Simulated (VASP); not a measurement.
# Na (Im-3m) in VASP: further runs

The runs below take Na through single point, with BLYP.

All numbers are computed with VASP 6.6.1; they aren't measurements. Logs are shortened: lines on timing, memory, paths and dates and some standing lists are left out, and cuts for length are marked.

## Step 1: The cell of the first run

It takes space group Im-3m (No. 229, cubic). The conventional cell has a = 4.263 Å, b = 4.263 Å, c = 4.263 Å, α = 90.00°, β = 90.00°, γ = 90.00°. Within 4.8 Å of Na (site symmetry m-3m) lie 14 Na at 3.69 to 4.26 Å.

## Step 2: Single point, BLYP (38.74 Å³/atom)

The input, INCAR:

```
PREC = Accurate
ENCUT = 520
EDIFF = 1E-6
ISMEAR = -1
SIGMA = 0.1
LREAL = F
LASPH = T
NELM = 80
ALGO = Normal
ISIF = 2
LWAVE = F
LCHARG = F
GGA = B5
ALDAX = 1.0
AGGAX = 1.0
AGGAC = 1.0
ALDAC = 0.0
NBANDS = 10
```

The input, KPOINTS:

```
Automatic mesh
0
Gamma
  17 17 17
```

The input, POSCAR:

```
Na
1.0
   -2.1316092778      2.1316092778      2.1316092778
    2.1316092778     -2.1316092778      2.1316092778
    2.1316092778      2.1316092778     -2.1316092778
Na
1
Direct
    0.0000000000      0.0000000000      0.0000000000
```

Potentials or basis: VASP PAW PBE potentials, release 64 (Na_pv).

Command:

```
> cat potpaw_PBE.64/Na_pv/POTCAR > POTCAR
> mpirun -np 1 vasp_std > vasp.out
```

OUTCAR:

```text
PREC = Accurate
   ENCUT = 520
   EDIFF = 1E-6
   ISMEAR = -1
   LREAL = F
   LASPH = T
   NELM = 80
   ISIF = 2
   GGA = B5

 ion  position               nearest neighbor table
   1  0.000  0.000  0.000-

  LATTYP: Found a body centered cubic cell.
 ALAT       =     4.2632185556

  Lattice vectors:

 A1 = (  -2.1316092778,   2.1316092778,   2.1316092778)
 A2 = (   2.1316092778,  -2.1316092778,   2.1316092778)
 A3 = (   2.1316092778,   2.1316092778,  -2.1316092778)

Analysis of symmetry for initial positions (statically):
=====================================================================
 Subroutine PRICEL returns:
 Original cell was already a primitive cell.

 Routine SETGRP: Setting up the symmetry group for a
 body centered cubic supercell.

 Subroutine GETGRP returns: Found 48 space group operations
 (whereof 48 operations were pure point group operations)
 out of a pool of 48 trial point group operations.

The static configuration has the point symmetry O_h .

Analysis of symmetry for dynamics (positions and initial velocities):
=====================================================================
 Subroutine PRICEL returns:
 Original cell was already a primitive cell.

 Routine SETGRP: Setting up the symmetry group for a
 body centered cubic supercell.

 Subroutine GETGRP returns: Found 48 space group operations
 (whereof 48 operations were pure point group operations)
 out of a pool of 48 trial point group operations.

The dynamic configuration has the point symmetry O_h .

 Subroutine INISYM returns: Found 48 space group operations
 (whereof 48 operations are pure point group operations),
 and found     1 'primitive' translations

----------------------------------------------------------------------------------------

                                     Primitive cell

  volume of cell :      38.7421

  direct lattice vectors                    reciprocal lattice vectors
    -2.131609278  2.131609278  2.131609278     0.000000000  0.234564564  0.234564564
     2.131609278 -2.131609278  2.131609278     0.234564564  0.000000000  0.234564564
     2.131609278  2.131609278 -2.131609278     0.234564564  0.234564564  0.000000000

  length of vectors
     3.692055571  3.692055571  3.692055571     0.331724387  0.331724387  0.331724387

  position of ions in fractional coordinates (direct lattice)
     0.000000000  0.000000000  0.000000000

  ion indices of the primitive-cell ions
   primitive index   ion index
                 1           1

----------------------------------------------------------------------------------------

 KPOINTS: Automatic mesh

Automatic generation of k-mesh.
 Grid dimensions read from file:
 generate k-points for:   17   17   17

 Generating k-lattice:

  Cartesian coordinates                     Fractional coordinates (reciprocal lattice)
     0.000000000  0.013797916  0.013797916     0.058823529  0.000000000  0.000000000
     0.013797916  0.000000000  0.013797916     0.000000000  0.058823529  0.000000000
     0.013797916  0.013797916  0.000000000     0.000000000  0.000000000  0.058823529

  Length of vectors
     0.019513199  0.019513199  0.019513199

  Shift w.r.t. Gamma in fractional coordinates (k-lattice)
     0.000000000  0.000000000  0.000000000

 Subroutine IBZKPT returns following result:
 ===========================================

 Found    165 irreducible k-points:

 Following reciprocal coordinates:
            Coordinates               Weight
  0.000000  0.000000  0.000000      1.000000
  0.058824  0.000000  0.000000     12.000000
  0.117647  0.000000  0.000000     12.000000
  0.176471  0.000000  0.000000     12.000000
  0.235294  0.000000  0.000000     12.000000
  0.294118  0.000000  0.000000     12.000000
[... 16 lines left out ...]
  0.411765  0.117647  0.000000     48.000000
  0.176471  0.176471  0.000000     24.000000
 [... further k-points ...]
   k-points           NKPTS =    165   k-points in BZ     NKDIM =    165   number of bands    NBANDS=     10
   number of dos      NEDOS =    301   number of ions     NIONS =      1
   total plane-waves  NPLWV =  21952
   dimension x,y,z NGX =    28 NGY =   28 NGZ =   28
   dimension x,y,z NGXF=    56 NGYF=   56 NGZF=   56
   ions per type =               1
   NGX,Y,Z   is equivalent  to a cutoff of  12.61, 12.61, 12.61 a.u.
   NGXF,Y,Z  is equivalent  to a cutoff of  25.22, 25.22, 25.22 a.u.
 SYSTEM =  unknown system
   PREC   = accura    normal or accurate (medium, high low for compatibility)
   ISTART =      0    job   : 0-new  1-cont  2-samecut
   ICHARG =      2    charge: 1-file 2-atom 10-const
   ISPIN  =      1    spin polarized calculation?
   LNONCOLLINEAR =      F non collinear calculations
   LSORBIT =      F    spin-orbit coupling
   LASPH  =      T    aspherical Exc in radial PAW
   ENCUT  =  520.0 eV  38.22 Ry    6.18 a.u.   6.86  6.86  6.86*2*pi/ulx,y,z
   NELM   =     80;   NELMIN=  2; NELMDL= -5     # of ELM steps
   EDIFF  = 0.1E-05   stopping-criterion for ELM
   LREAL  =      F    real-space projection
   EDIFFG = 0.1E-04   stopping-criterion for IOM
   NSW    =      0    number of steps for IOM
   IBRION =     -1    ionic relax: 0-MD 1-quasi-New 2-CG
   NFREE  =      0    steps in history (QN), initial steepest desc. (CG)
   ISIF   =      2    stress and relaxation
   ISYM   =      2    0-nonsym 1-usesym 2-fastsym
   POTIM  = 0.5000    time-step for ionic-motion
   TEBEG  =    0.0;   TEEND  =   0.0 temperature during run
   PSTRESS=    0.0 pullay stress
   NELECT =       7.0000    total number of electrons
   NUPDOWN=      -1.0000    fix difference up-down
   EMIN   =  10.00;   EMAX   =-10.00  energy-range for DOS
   EFERMI =   0.00;   METHOD = LEGACY
   ISMEAR =    -1;   SIGMA  =   0.10  broadening in eV -4-tet -1-fermi 0-gaus
   EFERMI_NEDOS =   21; number of points for ismear=-14 and -15
   IALGO  =     38    algorithm
   IMIX   =      4    mixing-type and parameters
     AMIX     =   0.40;   BMIX     =  1.00
     AMIX_MAG =   1.60;   BMIX_MAG =  1.00
  volume/ion in A,a.u.               =      38.74       261.44
  Fermi-wavevector in a.u.,A,eV,Ry     =   0.925507  1.748955 11.654261  0.856564
  Thomas-Fermi vector in A             =   2.051369
   LORBIT       =      0    0 simple, 1 ext, 2 COOP (PROOUT), +10 PAW based schemes
   GGA     = B5    functional components
   LHFCALC =     F    Hartree Fock is set to
   AEXX    =    0.0000 exact exchange contribution
   IVDW    =     0    specifies the selected vdW correction
   LEPSILON=     F    determine dielectric tensor
   LRPA    =     F    only Hartree local field effects (RPA)
 non-spin polarized calculation
  energy-cutoff  :      520.00
  volume of cell :       38.74
 maximum number of plane-waves:      1057
   NGX = 13   NGY = 13   NGZ = 13

 number of electron       7.0000013 magnetization

 Free energy of the ion-electron system (eV)
  ---------------------------------------------------
  ext. energy  EPLUGINS =         0.00000000
  ---------------------------------------------------
  free energy    TOTEN  =        -0.94046970 eV

  energy without entropy =       -0.92432022  energy(sigma->0) =       -0.93239496

 E-fermi :   0.6256     XC(G=0):  -6.0123

 val. band max:        0.5940796833   @ k =  -0.3529   0.4118   0.1765
 cond. band min:       0.7040979606   @ k =   0.4118   0.0588   0.0000
 fundamental gap:      0.1100182773
 Fermi energy:         0.6255880533

 k-point     1 :       0.0000    0.0000    0.0000
  band No.  band energies     occupation
      1     -24.7062      2.00000
      2     -24.7062      2.00000
      3     -24.7062      2.00000
      4      -2.5767      2.00000
      5      12.0038      0.00000
      6      12.0039      0.00000
      7      12.0039      0.00000
      8      13.0944      0.00000
      9      13.0944      0.00000
     10      13.4571      0.00000

 k-point     2 :       0.0588    0.0000    0.0000
  band No.  band energies     occupation
      1     -24.7072      2.00000
      2     -24.7065      2.00000
      3     -24.7062      2.00000
      4      -2.5175      2.00000
      5      11.1767      0.00000
      6      11.6292      0.00000
      7      11.6930      0.00000
      8      12.4896      0.00000
      9      12.6125      0.00000
     10      13.5121      0.00000

 k-point     3 :       0.1176    0.0000    0.0000
  band No.  band energies     occupation
      1     -24.7101      2.00000
      2     -24.7075      2.00000
      3     -24.7062      2.00000
      4      -2.3401      2.00000
      5       9.7031      0.00000
      6      10.9771      0.00000
      7      11.1558      0.00000
      8      11.7879      0.00000
      9      12.2962      0.00000
     10      13.6255      0.00000

 k-point     4 :       0.1765    0.0000    0.0000
  band No.  band energies     occupation
      1     -24.7145      2.00000
      2     -24.7090      2.00000
      3     -24.7061      2.00000
      4      -2.0457      2.00000
      5       8.2233      0.00000
      6      10.3498      0.00000
      7      10.6432      0.00000
      8      11.1772      0.00000
      9      11.9148      0.00000
     10      13.9244      0.00000

 k-point     5 :       0.2353    0.0000    0.0000
  band No.  band energies     occupation
      1     -24.7198      2.00000
      2     -24.7108      2.00000
      3     -24.7061      2.00000
      4      -1.6362      2.00000
      5       6.8125      0.00000
      6       9.8080      0.00000
      7      10.2034      0.00000
      8      10.6673      0.00000
      9      11.5093      0.00000
     10      14.2927      0.00000

 k-point     6 :       0.2941    0.0000    0.0000
  band No.  band energies     occupation
      1     -24.7252      2.00000
      2     -24.7127      2.00000
      3     -24.7061      2.00000
      4      -1.1139      2.00000
      5       5.4862      0.00000
      6       9.3679      0.00000
      7       9.8484      0.00000
      8      10.2598      0.00000
      9      11.1371      0.00000
     10      14.6985      0.00000
[... 183 lines left out ...]
 k-point    21 :       0.2941    0.1176   -0.0000
  band No.  band energies     occupation
      1     -24.7299      2.00000
      2     -24.7150      2.00000
      3     -24.7075      2.00000
      4      -0.3107      1.99983
      5       4.4042      0.00000
      6       7.1625      0.00000
      7       9.0983      0.00000
      8      10.9057      0.00000
      9      12.6718      0.00000
     10      13.8873      0.00000

 k-point    22 :       0.3529    0.1176    0.0000
  band No.  band energies     occupation
      1     -24.7329      2.00000
      2     -24.7166      2.00000
      3     -24.7075      2.00000
      4       0.4249      1.76310
      5       3.2714      0.00000
      6       6.9457      0.00000
      7       8.8953      0.00000
      8      10.7044      0.00000
      9      12.5487      0.00000
     10      14.4391      0.00000

 k-point    23 :       0.4118    0.1176    0.0000
  band No.  band energies     occupation
      1     -24.7345      2.00000
      2     -24.7174      2.00000
      3     -24.7075      2.00000
      4       1.2518      0.00381
      5       2.2455      0.00000
      6       6.8375      0.00000
      7       8.7933      0.00000
      8      10.6024      0.00000
      9      12.4717      0.00000
     10      15.0384      0.00000

 k-point    24 :       0.1765    0.1765    0.0000
  band No.  band energies     occupation
      1     -24.7251      2.00000
      2     -24.7126      2.00000
      3     -24.7080      2.00000
      4      -0.9985      2.00000
      5       6.2397      0.00000
      6       6.7942      0.00000
      7       9.3526      0.00000
      8      11.7354      0.00000
      9      12.4091      0.00000
     10      14.8189      0.00000

 [... further k-points ...]

------------------------ aborting loop because EDIFF is reached ----------------------------------------

  FORCE on cell =-STRESS in cart. coord.  units (eV):
  Direction    XX          YY          ZZ          XY          YZ          ZX
  --------------------------------------------------------------------------------------
  -------------------------------------------------------------------------------------
  Total       -0.0641157     -0.0641157     -0.0641157      0.0000000      0.0000000     -0.0000000
  in kB       -2.6515033     -2.6515033     -2.6515033      0.0000000      0.0000000     -0.0000000
  external PRESSURE =      -2.6515033 kB  Pullay stress =       0.0000000 kB

 VOLUME and BASIS-vectors are now :
 -----------------------------------------------------------------------------
  energy-cutoff  :      520.00
  volume of cell :       38.74
      direct lattice vectors                 reciprocal lattice vectors
    -2.131609278  2.131609278  2.131609278     0.000000000  0.234564564  0.234564564
     2.131609278 -2.131609278  2.131609278     0.234564564  0.000000000  0.234564564
     2.131609278  2.131609278 -2.131609278     0.234564564  0.234564564  0.000000000

 POSITION                                       TOTAL-FORCE (eV/Angst)
 -----------------------------------------------------------------------------------
      0.00000      0.00000      0.00000         0.000000     -0.000000     -0.000000
 -----------------------------------------------------------------------------------
    total drift:                               -0.000000     -0.000000     -0.000000

  FREE ENERGIE OF THE ION-ELECTRON SYSTEM (eV)
  ---------------------------------------------------
  free  energy   TOTEN  =        -0.9404697030 eV

  energy  without entropy=       -0.9243202183  energy(sigma->0) =       -0.93239496
```

It took 27 s on 1 thread of Intel Xeon Platinum 8488C (Sapphire Rapids), shared host; peak memory 0.18 GiB.

Results:

| Item | Value |
| --- | --- |
| Free energy | -0.9405 eV |
| Pressure | -0.3 GPa |
| Band gap on the k mesh | zero (an odd number of electrons rules out a gap without spin polarisation) |

Caveat: the PAW data sets were made with another functional, which shifts forces and pressure a little.

## Step 3: Single point, BLYP (40.23 Å³/atom)

This run uses another cell than the first one, of 40.23 Å³/atom.

The input, INCAR:

```
AGGAC    = 1.0          
AGGAX    = 1.0          
ALDAC    = 0.0          
ALDAX    = 1.0          
ALGO     = Normal         # electronic algorithm
EDIFF    = 1E-6           # SCF threshold, eV
ENCUT    = 520            # plane-wave cutoff, eV
GGA      = B5             # functional
ISIF     = 2              # what is computed and relaxed
ISMEAR   = -1             # smearing method
LASPH    = T              # aspherical terms in the spheres
LCHARG   = F              # write CHGCAR
LREAL    = F              # projectors in reciprocal space
LWAVE    = F              # write WAVECAR
NBANDS   = 10             # bands
NELM     = 60             # most SCF steps
PREC     = Accurate       # precision mode
SIGMA    = 0.1            # smearing width, eV
```

The input, KPOINTS:

```
k-points
0
Gamma
  17 17 17
```

The input, POSCAR:

```
Na
1.0
   -2.1585945384      2.1585945384      2.1585945384
    2.1585945384     -2.1585945384      2.1585945384
    2.1585945384      2.1585945384     -2.1585945384
Na
1
Direct
    0.0000000000      0.0000000000      0.0000000000
```

Potentials or basis: VASP PAW PBE potentials, release 64 (Na_pv).

Command:

```
> cat potpaw_PBE.64/Na_pv/POTCAR > POTCAR
> mpirun -np 1 vasp_std > vasp.out
```

Run time: 30 s. Hardware: 1 thread of Intel Xeon Platinum 8488C (Sapphire Rapids), shared host; peak memory 0.18 GiB.

It converged, with:

| Quantity | Value |
| --- | --- |
| Free energy | -0.9371 eV |
| Pressure | -0.5 GPa |
| Band gap on the k mesh | zero (an odd number of electrons rules out a gap without spin polarisation) |

Levels at points of the mesh, in eV from the Fermi level:
| k point | band 2 | band 3 | band 4 | band 5 | band 6 | band 7 |
| --- | --- | --- | --- | --- | --- | --- |
| (0.00, 0.00, 0.00) | -25.36 | -25.36 | -3.12 | 11.14 | 11.14 | 11.14 |

Caveat: the PAW data sets were made with another functional, which shifts forces and pressure a little.
